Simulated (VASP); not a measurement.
# GaGe3 (P6_3/mmc) in VASP: a series of runs, part 2 of 2

VASP 6.6.1. The steps go on from the part before.

## Step 4: Single point, PBE

This run uses another cell than the first one, of 20.30 Å³/atom.

INCAR

```
ALGO = Normal
EDIFF = 1E-6
ENCUT = 520
GGA = PE
ISIF = 2
ISMEAR = -1
LASPH = T
LCHARG = F
LREAL = F
LWAVE = F
NBANDS = 65
NELM = 100
PREC = Accurate
SIGMA = 0.05
```

KPOINTS

```
k-points
0
Gamma
  5 5 5
```

POSCAR

```
GaGe3
1.0
    6.0637954098      0.0000000000      0.0000000000
   -3.0318977049      5.2514008682      0.0000000000
    0.0000000000      0.0000000000      5.1012089666
Ge Ga
6 2
Direct
    0.1635615050      0.3271230100      0.2500000000
    0.1635615050      0.8364384950      0.2500000000
    0.6728769900      0.8364384950      0.2500000000
    0.8364384950      0.6728769900      0.7500000000
    0.8364384950      0.1635615050      0.7500000000
    0.3271230100      0.1635615050      0.7500000000
    0.3333333333      0.6666666667      0.7500000000
    0.6666666667      0.3333333333      0.2500000000
```

Potentials or basis: VASP PAW PBE potentials, release 64 (Ge_d, Ga_d).

Command:

```console
cat potpaw_PBE.64/Ge_d/POTCAR potpaw_PBE.64/Ga_d/POTCAR > POTCAR
mpirun -np 1 vasp_std > vasp.out
```

OUTCAR:

```text
EDIFF = 1E-6
   ENCUT = 520
   GGA = PE
   ISIF = 2
   ISMEAR = -1
   LASPH = T
   LREAL = F
   NELM = 100
   PREC = Accurate

 ion  position               nearest neighbor table
   1  0.164  0.327  0.250-
   2  0.164  0.836  0.250-
   3  0.673  0.836  0.250-
   4  0.836  0.673  0.750-
   5  0.836  0.164  0.750-
   6  0.327  0.164  0.750-
   7  0.333  0.667  0.750-
   8  0.667  0.333  0.250-

  LATTYP: Found a hexagonal cell.
 ALAT       =     6.0637954098
 C/A-ratio  =     0.8412567743

  Lattice vectors:

 A1 = (   6.0637954098,   0.0000000000,   0.0000000000)
 A2 = (  -3.0318977049,   5.2514008682,   0.0000000000)
 A3 = (   0.0000000000,   0.0000000000,   5.1012089666)

Analysis of symmetry for initial positions (statically):
=====================================================================
 Subroutine PRICEL returns:
 Original cell was already a primitive cell.

 Routine SETGRP: Setting up the symmetry group for a
 hexagonal supercell.

 Subroutine GETGRP returns: Found 24 space group operations
 (whereof 12 operations were pure point group operations)
 out of a pool of 24 trial point group operations.

The static configuration has the point symmetry D_3d.
 The point group associated with its full space group is D_6h.

Analysis of symmetry for dynamics (positions and initial velocities):
=====================================================================
 Subroutine PRICEL returns:
 Original cell was already a primitive cell.

 Routine SETGRP: Setting up the symmetry group for a
[... 124 lines left out ...]
   ISMEAR =    -1;   SIGMA  =   0.05  broadening in eV -4-tet -1-fermi 0-gaus
   EFERMI_NEDOS =   21; number of points for ismear=-14 and -15
   IALGO  =     38    algorithm
   IMIX   =      4    mixing-type and parameters
     AMIX     =   0.40;   BMIX     =  1.00
     AMIX_MAG =   1.60;   BMIX_MAG =  1.00
  volume/ion in A,a.u.               =      20.30       137.02
  Fermi-wavevector in a.u.,A,eV,Ry     =   1.437611  2.716691 28.119514  2.066726
  Thomas-Fermi vector in A             =   2.556670
   LORBIT       =      0    0 simple, 1 ext, 2 COOP (PROOUT), +10 PAW based schemes
   GGA     = PE    functional components
   LHFCALC =     F    Hartree Fock is set to
   AEXX    =    0.0000 exact exchange contribution
   IVDW    =     0    specifies the selected vdW correction
   LEPSILON=     F    determine dielectric tensor
   LRPA    =     F    only Hartree local field effects (RPA)
 non-spin polarized calculation
  energy-cutoff  :      520.00
  volume of cell :      162.44
 maximum number of plane-waves:      4435
 NGX is ok and might be reduce to    48
   NGX = 23   NGY = 23   NGZ = 19

 number of electron     109.9999975 magnetization

 Free energy of the ion-electron system (eV)
  ---------------------------------------------------
  ext. energy  EPLUGINS =         0.00000000
  ---------------------------------------------------
  free energy    TOTEN  =       -30.72151661 eV

  energy without entropy =      -30.67677917  energy(sigma->0) =      -30.69914789

 E-fermi :   5.7383     XC(G=0): -10.8660

 val. band max:        5.7142420015   @ k =   0.4000   0.0000   0.2000
 cond. band min:       5.7613354228   @ k =   0.4000   0.0000   0.4000
 fundamental gap:      0.0470934214
 Fermi energy:         5.7383458824

 k-point     1 :       0.0000    0.0000    0.0000
  band No.  band energies     occupation
      1     -19.0220      2.00000
      2     -19.0119      2.00000
      3     -19.0119      2.00000
      4     -19.0053      2.00000
      5     -18.9963      2.00000
      6     -18.9901      2.00000
[... 1009 lines left out ...]
     64       9.2087      0.00000
     65       9.5108      0.00000

------------------------ aborting loop because EDIFF is reached ----------------------------------------

  FORCE on cell =-STRESS in cart. coord.  units (eV):
  Direction    XX          YY          ZZ          XY          YZ          ZX
  --------------------------------------------------------------------------------------
  -------------------------------------------------------------------------------------
  Total       -3.0212458     -3.0212458     -2.6557045     -0.0000000     -0.0000000      0.0000000
  in kB      -29.7991460    -29.7991460    -26.1937398     -0.0000000     -0.0000000      0.0000000
  external PRESSURE =     -28.5973440 kB  Pullay stress =       0.0000000 kB

 VOLUME and BASIS-vectors are now :
 -----------------------------------------------------------------------------
  energy-cutoff  :      520.00
  volume of cell :      162.44
      direct lattice vectors                 reciprocal lattice vectors
     6.063795410  0.000000000  0.000000000     0.164913216  0.095212689  0.000000000
    -3.031897705  5.251400868  0.000000000     0.000000000  0.190425379  0.000000000
     0.000000000  0.000000000  5.101208967     0.000000000  0.000000000  0.196031962

 POSITION                                       TOTAL-FORCE (eV/Angst)
 -----------------------------------------------------------------------------------
     -0.00000      1.71785      1.27530         0.000000      0.114800      0.000000
     -1.54419      4.39247      1.27530         0.099419     -0.057400     -0.000000
      1.54419      4.39247      1.27530        -0.099419     -0.057400     -0.000000
      3.03190      3.53355      3.82591         0.000000     -0.114800     -0.000000
      4.57609      0.85893      3.82591        -0.099419      0.057400      0.000000
      1.48771      0.85893      3.82591         0.099419      0.057400      0.000000
     -0.00000      3.50093      3.82591         0.000000      0.000000      0.000000
      3.03190      1.75047      1.27530         0.000000      0.000000      0.000000
 -----------------------------------------------------------------------------------
    total drift:                               -0.000000      0.000000     -0.000000

  FREE ENERGIE OF THE ION-ELECTRON SYSTEM (eV)
  ---------------------------------------------------
  free  energy   TOTEN  =       -30.7215166136 eV

  energy  without entropy=      -30.6767791747  energy(sigma->0) =      -30.69914789
```

Wall time 81 s (1 thread of Intel Xeon 6975P-C (Granite Rapids), shared host); peak memory 0.36 GiB.

What came out:

- Free energy: -30.7215 eV
- Pressure: -2.9 GPa
- Largest force: 0.115 eV/Å
- Band gap on the k mesh: zero (bands 55 and 56 overlap by 1.02 eV)

Forces on the atoms (eV/Å):
```
Ge   0.000  0.115  0.000
Ge   0.099 -0.057  0.000
Ge  -0.099 -0.057  0.000
Ge   0.000 -0.115  0.000
Ge  -0.099  0.057  0.000
Ge   0.099  0.057  0.000
Ga   0.000  0.000  0.000
Ga   0.000  0.000  0.000
```

Stress tensor (GPa, compression positive):
```
-2.98  0.00  0.00
 0.00 -2.98  0.00
 0.00  0.00 -2.62
```

Levels at points of the mesh, in eV from the Fermi level:
```
           k point  band 52  band 53  band 54  band 55  band 56  band 57  band 58  band 59
(0.00, 0.00, 0.00)    -1.43    -1.23    -1.23    -1.14    -0.75    -0.75     0.56     1.70
```

## Step 5: The runs side by side

```tsv
cell	gap on the mesh (eV)	pressure (GPa)	largest force (eV/Å)
a = 5.985, b = 5.985, c = 5.035 Å, angles 90.0, 90.0, 120.0°, 8 atoms	none	-0.8	0.18
a = 6.025, b = 6.025, c = 5.068 Å, angles 90.0, 90.0, 120.0°, 8 atoms	none	-1.9	0.15
a = 6.064, b = 6.064, c = 5.101 Å, angles 90.0, 90.0, 120.0°, 8 atoms	none	-2.9	0.11
```

Alike in all rows: task single point; level PBE; potentials or basis VASP PAW PBE potentials, release 64 (Ge_d, Ga_d); no spin polarisation; k mesh 5 × 5 × 5; cutoff (eV) 520; smearing fermi-dirac 0.05 eV.

Absolute energies hang on the potentials; compare differences alone.

The gap in the log of VASP goes by the Fermi energy; the results here count the filled bands.